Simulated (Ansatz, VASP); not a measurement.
# Rh: VASP beside Ansatz

```
Rh
1.0
     2.42633    0.00000    0.00000
     0.00000    2.42633    0.00000
     0.00000    0.00000    2.42633
Rh
1
Cartesian
  0.0000 0.0000 0.0000
```

Alike in both runs: task relaxation of cell and atoms; functional LDA; k mesh 17 × 17 × 17; occupations fermi-dirac, width 0.08 eV; no spin polarisation.

```csv
,VASP,Ansatz
version,VASP 6.6.1,Ansatz 0.2.0
potentials or method,"VASP PAW LDA potentials, release 64 (Rh_sv_GW)","PAW with Ansatz's default frozen-core files, scalar-relativistic"
plane-wave cutoff (eV),620,420
valence electrons in the cell,17,17
```

```tsv
	VASP	Ansatz	Ansatz less VASP
relaxed volume (Å³/atom)	15.24	15.25	+0.009
relaxed length of the cell vector where the two differ most in proportion (Å)	2.479	2.480	+0.0005
```

LDA's correlation is that of Perdew and Zunger in VASP and of Perdew and Wang (1992) in Ansatz.
